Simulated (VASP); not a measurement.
# Cu (Cmcm) in VASP: notebook, part 2 of 2

VASP 6.6.1. The steps go on from the part before.

**3. Single point, PBE+U**

This run uses another cell than the first one, of 11.99 Å³/atom.

INCAR reads:

```
SYSTEM = Cu
PREC = Accurate
ENCUT = 520
EDIFF = 1E-6
ISMEAR = -1
SIGMA = 0.05
LREAL = .False.
LASPH = .True.
NELM = 150
ALGO = Normal
ISIF = 2
LWAVE = .False.
LCHARG = .True.
LMAXMIX = 4
LDAU = .True.
LDAUTYPE = 2
LDAUL = 2
LDAUU = 3
LDAUJ = 0
LDAUPRINT = 1
GGA = PE
LELF = .True.
LVHAR = .True.
NBANDS = 18
```

KPOINTS reads:

```
regular mesh
0
Gamma
  11 11 11
  0 0 0
```

POSCAR reads:

```
Cu
1.0
    1.2184636900     -3.9763780104      0.0000000000
    1.2184636900      3.9763780104      0.0000000000
    0.0000000000      0.0000000000      2.4754955235
Cu
2
Direct
    0.8661333500      0.1338666500      0.7500000000
    0.1338666500      0.8661333500      0.2500000000
```

Potentials or basis: VASP PAW PBE potentials, release 64 (Cu).

Launch:

```bash
> cat potpaw_PBE.64/Cu/POTCAR > POTCAR
> mpirun -np 1 vasp_std > vasp.out
```

OUTCAR:

```text
SYSTEM = Cu
   PREC = Accurate
   ENCUT = 520
   EDIFF = 1E-6
   ISMEAR = -1
   LREAL = .False.
   LASPH = .True.
   NELM = 150
   ISIF = 2
   GGA = PE

 ion  position               nearest neighbor table
   1  0.866  0.134  0.750-   2 2.46   2 2.46   2 2.54   2 2.54   2 2.54   2 2.54
   2  0.134  0.866  0.250-   1 2.46   1 2.46   1 2.54   1 2.54   1 2.54   1 2.54

  LATTYP: Found a base centered orthorhombic cell.
 ALAT       =     2.4369273800
 B/A-ratio  =     3.2634357864
[... 766 lines left out ...]
------------------------ aborting loop because EDIFF is reached ----------------------------------------

  FORCE on cell =-STRESS in cart. coord.  units (eV):
  Direction    XX          YY          ZZ          XY          YZ          ZX
  --------------------------------------------------------------------------------------
  -------------------------------------------------------------------------------------
  Total        0.7282840      0.7459003      0.8833884      0.0000000      0.0000000      0.0000000
  in kB       48.6428457     49.8194545     59.0024285      0.0000000      0.0000000      0.0000000
  external PRESSURE =      52.4882429 kB  Pullay stress =       0.0000000 kB

 VOLUME and BASIS-vectors are now :
 -----------------------------------------------------------------------------
  energy-cutoff  :      520.00
  volume of cell :       23.99
      direct lattice vectors                 reciprocal lattice vectors
     1.218463690 -3.976378010  0.000000000     0.410352811 -0.125742572  0.000000000
     1.218463690  3.976378010  0.000000000     0.410352811  0.125742572  0.000000000
     0.000000000  0.000000000  2.475495523     0.000000000  0.000000000  0.403959527

 POSITION                                       TOTAL-FORCE (eV/Angst)
 -----------------------------------------------------------------------------------
      1.21846     -2.91177      1.85662         0.000000     -0.033196      0.000000
      1.21846      2.91177      0.61887         0.000000      0.033196     -0.000000
 -----------------------------------------------------------------------------------
    total drift:                                0.000000      0.000000      0.000000

  FREE ENERGIE OF THE ION-ELECTRON SYSTEM (eV)
  ---------------------------------------------------
  free  energy   TOTEN  =        -5.0989109806 eV

  energy  without entropy=       -5.0947532656  energy(sigma->0) =       -5.09683212
```

Run time: 38 s. Hardware: 1 thread of Intel Xeon Platinum 8488C (Sapphire Rapids), shared host; peak memory 0.2 GiB.

What came out:

| Property | Result |
| --- | --- |
| Free energy | -5.0989 eV |
| Pressure | 5.2 GPa |
| Largest force | 0.033 eV/Å |
| Band gap on the k mesh | zero (bands 11 and 12 overlap by 6.30 eV) |

Forces in eV/Å, atoms in the order of the input:
```
Cu   0.000 -0.033  0.000
Cu   0.000  0.033  0.000
```

Eigenvalues of the final occupation matrices:
```csv
site,spin,trace,eigenvalues
site 1 d,1,4.66,0.92 0.93 0.93 0.94 0.94
site 1 d,2,4.66,0.92 0.93 0.93 0.94 0.94
site 2 d,1,4.66,0.92 0.93 0.93 0.94 0.94
site 2 d,2,4.66,0.92 0.93 0.93 0.94 0.94
```

Caveat: the cell stands under pressure; U without spin polarisation on a metal has little footing; the U is typed as a test and isn't derived for this compound.

**4. Single point, PBE+U**

This run uses another cell than the first one, of 11.99 Å³/atom.

INCAR reads:

```
SYSTEM = Cu
PREC     = Accurate       ! precision mode
ENCUT    = 520            ! plane-wave cutoff, eV
EDIFF    = 1E-6           ! SCF threshold, eV
ISMEAR   = -1             ! smearing method
SIGMA    = 0.05           ! smearing width, eV
LREAL    = .False.        ! projectors in reciprocal space
LASPH    = .True.         ! aspherical terms in the spheres
NELM     = 150            ! most SCF steps
ALGO     = Normal         ! electronic algorithm
ISIF     = 2              ! what is computed and relaxed
LWAVE    = .False.        ! write WAVECAR
LCHARG   = .True.         ! write CHGCAR
LMAXMIX  = 4              ! l up to which the mixer works
LDAU     = .True.         ! DFT+U
LDAUTYPE = 2            
LDAUL    = 2              ! shell
LDAUU    = 5              ! U, eV
LDAUJ    = 0            
LDAUPRINT= 1            
GGA      = PE             ! functional
LELF     = .True.         ! ELF
LVHAR    = .True.       
NBANDS   = 18             ! bands
```

KPOINTS reads:

```
Automatic mesh
0
Gamma
  11 11 11
  0 0 0
```

POSCAR is that of step 3.

Launch:

```bash
> cat potpaw_PBE.64/Cu/POTCAR > POTCAR
> mpirun -np 1 vasp_std > vasp.out
```

It took 38 s on 1 thread of Intel Xeon Platinum 8488C (Sapphire Rapids), shared host; peak memory 0.2 GiB.

It converged, with:

```
Free energy            : -3.8800 eV
Pressure               : 4.2 GPa
Largest force          : 0.023 eV/Å
Band gap on the k mesh : zero (bands 11 and 12 overlap by 6.84 eV)
```

Forces on the atoms (eV/Å):
```
Cu   0.000 -0.023  0.000
Cu   0.000  0.023  0.000
```

Stress tensor (GPa, compression positive):
```
3.62 0.00 0.00
0.00 4.21 0.00
0.00 0.00 4.92
```

Levels at points of the mesh, in eV from the Fermi level:
| k point | band 8 | band 9 | band 10 | band 11 | band 12 | band 13 | band 14 | band 15 |
| --- | --- | --- | --- | --- | --- | --- | --- | --- |
| (0.00, 0.00, 0.00) | -3.00 | -2.85 | -2.71 | -2.37 | 0.42 | 4.86 | 15.29 | 18.75 |

Eigenvalues of the final occupation matrices:
```
    site  spin  trace               eigenvalues
site 1 d     1   4.69  0.93 0.93 0.94 0.94 0.95
site 1 d     2   4.69  0.93 0.93 0.94 0.94 0.95
site 2 d     1   4.69  0.93 0.93 0.94 0.94 0.95
site 2 d     2   4.69  0.93 0.93 0.94 0.94 0.95
```

Caveat: the cell stands under pressure; U without spin polarisation on a metal has little footing; the U is typed as a test and isn't derived for this compound.

**5. Single point, PBE+U**

This run uses another cell than the first one, of 11.99 Å³/atom.

INCAR reads:

```
  PREC = Accurate
  ENCUT = 520
  EDIFF = 1E-6
  ISMEAR = -1
  SIGMA = 0.05
  LREAL = F
  LASPH = T
  NELM = 150
  ALGO = Fast
  ISIF = 2
  LWAVE = F
  LCHARG = T
  LMAXMIX = 4
  LDAU = T
  LDAUTYPE = 2
  LDAUL = 2
  LDAUU = 8
  LDAUJ = 0
  LDAUPRINT = 1
  GGA = PE
  LELF = T
  LVHAR = T
  NBANDS = 18
```

KPOINTS reads:

```
regular mesh
0
Gamma
  11 11 11
```

POSCAR is that of step 4.

Launch:

```bash
> cat potpaw_PBE.64/Cu/POTCAR > POTCAR
> mpirun -np 1 vasp_std > vasp.out
```

Wall time 52 s (1 thread of Intel Xeon Platinum 8488C (Sapphire Rapids), shared host); peak memory 0.2 GiB.

It converged, with:

* Free energy: -2.2781 eV
* Pressure: 3.0 GPa
* Largest force: 0.008 eV/Å
* Band gap on the k mesh: zero (bands 11 and 12 overlap by 7.78 eV)

Forces in eV/Å, atoms in the order of the input:
```
Cu   0.000 -0.008  0.000
Cu   0.000  0.008  0.000
```

Stress tensor (GPa, compression positive):
```
2.18 0.00 0.00
0.00 3.19 0.00
0.00 0.00 3.60
```

Levels at points of the mesh, in eV from the Fermi level:
```tsv
k point	band 7	band 8	band 9	band 10	band 11	band 12	band 13	band 14	band 15	band 16
(0.00, 0.00, 0.00)	-4.09	-3.77	-3.63	-3.49	-3.12	0.68	4.81	15.57	18.25	18.87
```

Eigenvalues of the final occupation matrices:
```
    site  spin  trace               eigenvalues
site 1 d     1   4.74  0.94 0.95 0.95 0.95 0.96
site 1 d     2   4.74  0.94 0.95 0.95 0.95 0.96
site 2 d     1   4.74  0.94 0.95 0.95 0.95 0.96
site 2 d     2   4.74  0.94 0.95 0.95 0.95 0.96
```

Caveat: U without spin polarisation on a metal has little footing; the U is typed as a test and isn't derived for this compound.

**6. Overview**

| level | U | cell | gap on the mesh (eV) | pressure (GPa) | largest force (eV/Å) |
| --- | --- | --- | --- | --- | --- |
| PBE | - | a = 4.204, b = 4.204, c = 2.522 Å, angles 90.0, 90.0, 145.7°, 2 atoms | none | 0.5 | - |
| PBE+U | Cu d U = 3.0 eV | a = 4.159, b = 4.159, c = 2.475 Å, angles 90.0, 90.0, 145.9°, 2 atoms | none | 5.2 | 0.03 |
| PBE+U | Cu d U = 5.0 eV | a = 4.159, b = 4.159, c = 2.475 Å, angles 90.0, 90.0, 145.9°, 2 atoms | none | 4.2 | 0.02 |
| PBE+U | Cu d U = 8.0 eV | a = 4.159, b = 4.159, c = 2.475 Å, angles 90.0, 90.0, 145.9°, 2 atoms | none | 3.0 | 0.01 |

Alike in all rows: task single point; potentials or basis VASP PAW PBE potentials, release 64 (Cu); no spin polarisation; k mesh 11 × 11 × 11; cutoff (eV) 520; smearing fermi-dirac 0.05 eV.

Caveats: U without spin polarisation on a metal has little footing (at least some runs); the U is typed as a test and isn't derived for this compound (at least some runs); the cell stands under pressure (at least some runs).

Total energies depend on the potentials used, so only differences within one code and one set of settings carry meaning.
